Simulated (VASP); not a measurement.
# Ge (Pm-3m) in VASP: a series of runs

Runs on Ge. Level: BLYP. Tasks: single point.

Everything below comes from runs of VASP 6.6.1. Logs are shortened: lines on timing, memory, paths and dates and some standing lists are left out, and cuts for length are marked.

### Step 1. The cell of the first run

Symmetry: Pm-3m, No. 221, cubic system. The conventional cell has a = 2.834 Å, b = 2.834 Å, c = 2.834 Å, α = 90.00°, β = 90.00°, γ = 90.00°. Ge (site symmetry m-3m) has 6 Ge at 2.83 Å within 3.7 Å.

### Step 2. Single point, BLYP (volume scaled by 1.04)

INCAR reads:

```
SYSTEM = Ge
PREC = Accurate
ENCUT = 520
EDIFF = 1E-6
ISMEAR = -1
SIGMA = 0.1
LREAL = .FALSE.
LASPH = .TRUE.
NELM = 100
ALGO = Normal
ISIF = 2
LWAVE = .FALSE.
LCHARG = .FALSE.
GGA = B5
ALDAX = 1.0
AGGAX = 1.0
AGGAC = 1.0
ALDAC = 0.0
NBANDS = 13
```

KPOINTS reads:

```
regular mesh
0
G
  18 18 18
  0 0 0
```

POSCAR reads:

```
Ge
1.0
    2.8342537660      0.0000000000      0.0000000000
    0.0000000000      2.8342537660      0.0000000000
    0.0000000000      0.0000000000      2.8342537660
Ge
1
Direct
    0.0000000000      0.0000000000      0.0000000000
```

Potentials or basis: VASP PAW PBE potentials, release 64 (Ge_d).

On the command line:

```bash
cat potpaw_PBE.64/Ge_d/POTCAR > POTCAR
mpirun -np 1 vasp_std > vasp.out
```

OUTCAR:

```text
SYSTEM = Ge
   PREC = Accurate
   ENCUT = 520
   EDIFF = 1E-6
   ISMEAR = -1
   LREAL = .FALSE.
   LASPH = .TRUE.
   NELM = 100
   ISIF = 2
   GGA = B5

 ion  position               nearest neighbor table
   1  0.000  0.000  0.000-

  LATTYP: Found a simple cubic cell.
 ALAT       =     2.8342537660

  Lattice vectors:

 A1 = (   2.8342537660,   0.0000000000,   0.0000000000)
 A2 = (   0.0000000000,   2.8342537660,   0.0000000000)
 A3 = (   0.0000000000,   0.0000000000,   2.8342537660)

Analysis of symmetry for initial positions (statically):
=====================================================================
 Subroutine PRICEL returns:
 Original cell was already a primitive cell.

 Routine SETGRP: Setting up the symmetry group for a
 simple cubic supercell.

 Subroutine GETGRP returns: Found 48 space group operations
 (whereof 48 operations were pure point group operations)
 out of a pool of 48 trial point group operations.

The static configuration has the point symmetry O_h .

Analysis of symmetry for dynamics (positions and initial velocities):
=====================================================================
 Subroutine PRICEL returns:
 Original cell was already a primitive cell.

 Routine SETGRP: Setting up the symmetry group for a
 simple cubic supercell.

 Subroutine GETGRP returns: Found 48 space group operations
 (whereof 48 operations were pure point group operations)
 out of a pool of 48 trial point group operations.

The dynamic configuration has the point symmetry O_h .

 Subroutine INISYM returns: Found 48 space group operations
 (whereof 48 operations are pure point group operations),
 and found     1 'primitive' translations

----------------------------------------------------------------------------------------

                                     Primitive cell

  volume of cell :      22.7675

  direct lattice vectors                    reciprocal lattice vectors
     2.834253766  0.000000000  0.000000000     0.352826558  0.000000000  0.000000000
     0.000000000  2.834253766  0.000000000     0.000000000  0.352826558  0.000000000
     0.000000000  0.000000000  2.834253766     0.000000000  0.000000000  0.352826558

  length of vectors
     2.834253766  2.834253766  2.834253766     0.352826558  0.352826558  0.352826558

  position of ions in fractional coordinates (direct lattice)
     0.000000000  0.000000000  0.000000000

  ion indices of the primitive-cell ions
   primitive index   ion index
                 1           1

----------------------------------------------------------------------------------------

 KPOINTS: regular mesh

Automatic generation of k-mesh.
 Grid dimensions read from file:
 generate k-points for:   18   18   18

 Generating k-lattice:

  Cartesian coordinates                     Fractional coordinates (reciprocal lattice)
     0.019601475  0.000000000  0.000000000     0.055555556  0.000000000  0.000000000
     0.000000000  0.019601475  0.000000000     0.000000000  0.055555556  0.000000000
     0.000000000  0.000000000  0.019601475     0.000000000  0.000000000  0.055555556

  Length of vectors
     0.019601475  0.019601475  0.019601475

  Shift w.r.t. Gamma in fractional coordinates (k-lattice)
     0.000000000  0.000000000  0.000000000

 Subroutine IBZKPT returns following result:
 ===========================================

 Found    220 irreducible k-points:

 Following reciprocal coordinates:
            Coordinates               Weight
  0.000000  0.000000  0.000000      1.000000
  0.055556  0.000000  0.000000      6.000000
  0.111111  0.000000  0.000000      6.000000
  0.166667  0.000000  0.000000      6.000000
  0.222222  0.000000  0.000000      6.000000
  0.277778  0.000000  0.000000      6.000000
[... 16 lines left out ...]
  0.277778  0.111111  0.000000     24.000000
  0.333333  0.111111  0.000000     24.000000
 [... further k-points ...]
   k-points           NKPTS =    220   k-points in BZ     NKDIM =    220   number of bands    NBANDS=     13
   number of dos      NEDOS =    301   number of ions     NIONS =      1
   total plane-waves  NPLWV =  13824
   dimension x,y,z NGX =    24 NGY =   24 NGZ =   24
   dimension x,y,z NGXF=    48 NGYF=   48 NGZF=   48
   ions per type =               1
   NGX,Y,Z   is equivalent  to a cutoff of  14.08, 14.08, 14.08 a.u.
   NGXF,Y,Z  is equivalent  to a cutoff of  28.15, 28.15, 28.15 a.u.
 SYSTEM =  Ge
   PREC   = accura    normal or accurate (medium, high low for compatibility)
   ISTART =      0    job   : 0-new  1-cont  2-samecut
   ICHARG =      2    charge: 1-file 2-atom 10-const
   ISPIN  =      1    spin polarized calculation?
   LNONCOLLINEAR =      F non collinear calculations
   LSORBIT =      F    spin-orbit coupling
   LASPH  =      T    aspherical Exc in radial PAW
   ENCUT  =  520.0 eV  38.22 Ry    6.18 a.u.   5.27  5.27  5.27*2*pi/ulx,y,z
   NELM   =    100;   NELMIN=  2; NELMDL= -5     # of ELM steps
   EDIFF  = 0.1E-05   stopping-criterion for ELM
   LREAL  =      F    real-space projection
   EDIFFG = 0.1E-04   stopping-criterion for IOM
   NSW    =      0    number of steps for IOM
   IBRION =     -1    ionic relax: 0-MD 1-quasi-New 2-CG
   NFREE  =      0    steps in history (QN), initial steepest desc. (CG)
   ISIF   =      2    stress and relaxation
   ISYM   =      2    0-nonsym 1-usesym 2-fastsym
   POTIM  = 0.5000    time-step for ionic-motion
   TEBEG  =    0.0;   TEEND  =   0.0 temperature during run
   PSTRESS=    0.0 pullay stress
   NELECT =      14.0000    total number of electrons
   NUPDOWN=      -1.0000    fix difference up-down
   EMIN   =  10.00;   EMAX   =-10.00  energy-range for DOS
   EFERMI =   0.00;   METHOD = LEGACY
   ISMEAR =    -1;   SIGMA  =   0.10  broadening in eV -4-tet -1-fermi 0-gaus
   EFERMI_NEDOS =   21; number of points for ismear=-14 and -15
   IALGO  =     38    algorithm
   IMIX   =      4    mixing-type and parameters
     AMIX     =   0.40;   BMIX     =  1.00
     AMIX_MAG =   1.60;   BMIX_MAG =  1.00
  volume/ion in A,a.u.               =      22.77       153.64
  Fermi-wavevector in a.u.,A,eV,Ry     =   1.392127  2.630738 26.368320  1.938017
  Thomas-Fermi vector in A             =   2.515899
   LORBIT       =      0    0 simple, 1 ext, 2 COOP (PROOUT), +10 PAW based schemes
   GGA     = B5    functional components
   LHFCALC =     F    Hartree Fock is set to
   AEXX    =    0.0000 exact exchange contribution
   IVDW    =     0    specifies the selected vdW correction
   LEPSILON=     F    determine dielectric tensor
   LRPA    =     F    only Hartree local field effects (RPA)
 non-spin polarized calculation
  energy-cutoff  :      520.00
  volume of cell :       22.77
 maximum number of plane-waves:       632
 NGX is ok and might be reduce to    24
   NGX = 11   NGY = 11   NGZ = 11

 number of electron      13.9999981 magnetization

 Free energy of the ion-electron system (eV)
  ---------------------------------------------------
  ext. energy  EPLUGINS =         0.00000000
  ---------------------------------------------------
  free energy    TOTEN  =        -3.48668208 eV

  energy without entropy =       -3.46819464  energy(sigma->0) =       -3.47743836

 E-fermi :   5.0414     XC(G=0):  -9.6456

 val. band max:        5.0373582749   @ k =   0.3889   0.3333   0.1111
 cond. band min:       5.0705358282   @ k =   0.5000   0.4444   0.4444
 fundamental gap:      0.0331775533
 Fermi energy:         5.0413845058

 k-point     1 :       0.0000    0.0000    0.0000
  band No.  band energies     occupation
      1     -19.5056      2.00000
      2     -19.5056      2.00000
      3     -19.3381      2.00000
      4     -19.3381      2.00000
      5     -19.3381      2.00000
      6      -6.6940      2.00000
      7      10.8344      0.00000
      8      10.8344      0.00000
      9      10.8344      0.00000
     10      14.7991      0.00000
     11      14.7991      0.00000
     12      16.5686      0.00000
     13      31.4780      0.00000

 k-point     2 :       0.0556    0.0000    0.0000
  band No.  band energies     occupation
      1     -19.5054      2.00000
      2     -19.5016      2.00000
      3     -19.3394      2.00000
      4     -19.3394      2.00000
      5     -19.3380      2.00000
      6      -6.6410      2.00000
      7      10.0785      0.00000
      8      10.8831      0.00000
      9      10.8831      0.00000
     10      14.8475      0.00000
     11      15.3748      0.00000
     12      16.8958      0.00000
     13      29.7848      0.00000

 k-point     3 :       0.1111    0.0000    0.0000
  band No.  band energies     occupation
      1     -19.5047      2.00000
      2     -19.4898      2.00000
      3     -19.3431      2.00000
      4     -19.3431      2.00000
      5     -19.3377      2.00000
      6      -6.4827      2.00000
      7       8.5973      0.00000
      8      11.0275      0.00000
      9      11.0275      0.00000
     10      14.9921      0.00000
     11      15.9970      0.00000
     12      18.1894      0.00000
     13      28.0042      0.00000
[... 305 lines left out ...]
 k-point    23 :       0.2778    0.1111    0.0000
  band No.  band energies     occupation
      1     -19.4896      2.00000
      2     -19.4207      2.00000
      3     -19.3693      2.00000
      4     -19.3627      2.00000
      5     -19.3409      2.00000
      6      -5.1982      2.00000
      7       4.1877      1.99961
      8       9.7864      0.00000
      9      12.1358      0.00000
     10      16.7146      0.00000
     11      18.6541      0.00000
     12      20.8193      0.00000
     13      23.6581      0.00000

 k-point    24 :       0.3333    0.1111    0.0000
  band No.  band energies     occupation
      1     -19.4882      2.00000
      2     -19.3989      2.00000
      3     -19.3765      2.00000
      4     -19.3696      2.00000
      5     -19.3403      2.00000
      6      -4.6770      2.00000
      7       2.8752      2.00000
      8      10.2232      0.00000
      9      12.5323      0.00000
     10      17.1794      0.00000
     11      18.2737      0.00000
     12      20.6028      0.00000
     13      22.4969      0.00000

 [... further k-points ...]
[... 5 lines left out ...]
  --------------------------------------------------------------------------------------
  -------------------------------------------------------------------------------------
  Total       -0.2647424     -0.2647424     -0.2647424     -0.0000000     -0.0000000      0.0000000
  in kB      -18.6302163    -18.6302163    -18.6302163     -0.0000000     -0.0000000      0.0000000
  external PRESSURE =     -18.6302163 kB  Pullay stress =       0.0000000 kB

 VOLUME and BASIS-vectors are now :
 -----------------------------------------------------------------------------
  energy-cutoff  :      520.00
  volume of cell :       22.77
      direct lattice vectors                 reciprocal lattice vectors
     2.834253766  0.000000000  0.000000000     0.352826558  0.000000000  0.000000000
     0.000000000  2.834253766  0.000000000     0.000000000  0.352826558  0.000000000
     0.000000000  0.000000000  2.834253766     0.000000000  0.000000000  0.352826558

 POSITION                                       TOTAL-FORCE (eV/Angst)
 -----------------------------------------------------------------------------------
      0.00000      0.00000      0.00000         0.000000      0.000000      0.000000
 -----------------------------------------------------------------------------------
    total drift:                                0.000000     -0.000000      0.000000

  FREE ENERGIE OF THE ION-ELECTRON SYSTEM (eV)
  ---------------------------------------------------
  free  energy   TOTEN  =        -3.4866820815 eV

  energy  without entropy=       -3.4681946435  energy(sigma->0) =       -3.47743836
```

Wall time 25 s (1 thread of Intel Xeon Platinum 8375C at 2.90GHz (Ice Lake), shared host); peak memory 0.18 GiB.

What came out:

- Free energy: -3.4867 eV
- Pressure: -1.9 GPa
- Band gap on the k mesh: zero (band 7 reaches 10.83 eV, above the bottom of band 8 at 2.95 eV)

Levels at points of the mesh, in eV from the Fermi level:
| k point | band 5 | band 6 | band 7 | band 8 | band 9 | band 10 |
| --- | --- | --- | --- | --- | --- | --- |
| (0.00, 0.00, 0.00) | -24.38 | -11.74 | 5.79 | 5.79 | 5.79 | 9.76 |
| (0.50, 0.00, 0.00) | -24.38 | -8.71 | -4.62 | 8.05 | 8.05 | 12.48 |
| (0.50, 0.50, 0.00) | -24.33 | -5.54 | -2.09 | -2.09 | 3.91 | 10.22 |
| (0.50, 0.50, 0.50) | -24.33 | -2.03 | 0.26 | 0.26 | 0.26 | 7.12 |

Caveat: the PAW data sets were made with another functional, which shifts forces and pressure a little.

### Step 3. Single point, BLYP (volume scaled by 1.08)

INCAR reads:

```
  AGGAC = 1.0
  AGGAX = 1.0
  ALDAC = 0.0
  ALDAX = 1.0
  ALGO = Normal
  EDIFF = 1E-6
  ENCUT = 520
  GGA = B5
  ISIF = 2
  ISMEAR = -1
  LASPH = True
  LCHARG = False
  LREAL = False
  LWAVE = False
  NBANDS = 13
  NELM = 100
  PREC = Accurate
  SIGMA = 0.1
```

KPOINTS reads:

```
k-points
0
Gamma
  18 18 18
```

POSCAR reads:

```
Ge
1.0
    2.8701342050      0.0000000000      0.0000000000
    0.0000000000      2.8701342050      0.0000000000
    0.0000000000      0.0000000000      2.8701342050
Ge
1
Direct
    0.0000000000      0.0000000000      0.0000000000
```

Potentials or basis: VASP PAW PBE potentials, release 64 (Ge_d).

On the command line:

```bash
cat potpaw_PBE.64/Ge_d/POTCAR > POTCAR
mpirun -np 1 vasp_std > vasp.out
```

Wall time 25 s (1 thread of Intel Xeon Platinum 8375C at 2.90GHz (Ice Lake), shared host); peak memory 0.18 GiB.

Results (log left out):

```
Free energy            : -3.4723 eV
Pressure               : -3.3 GPa
Band gap on the k mesh : zero (band 7 reaches 10.30 eV, above the bottom of band 8 at 2.71 eV)
```

Levels at points of the mesh, in eV from the Fermi level:
```
           k point  band 3  band 4  band 5  band 6  band 7  band 8  band 9  band 10  band 11  band 12
(0.00, 0.00, 0.00)  -24.38  -24.38  -24.38  -11.49    5.60    5.60    5.60     9.63     9.63    11.16
(0.50, 0.00, 0.00)  -24.42  -24.41  -24.38   -8.61   -4.42    7.74    7.74    12.26    14.35    15.06
(0.50, 0.50, 0.00)  -24.42  -24.42  -24.34   -5.62   -1.99   -1.99    3.97     9.77    17.18    18.04
(0.50, 0.50, 0.50)  -24.47  -24.34  -24.34   -2.33    0.25    0.25    0.25     7.08     7.08     7.08
```

Caveat: the PAW data sets were made with another functional, which shifts forces and pressure a little.
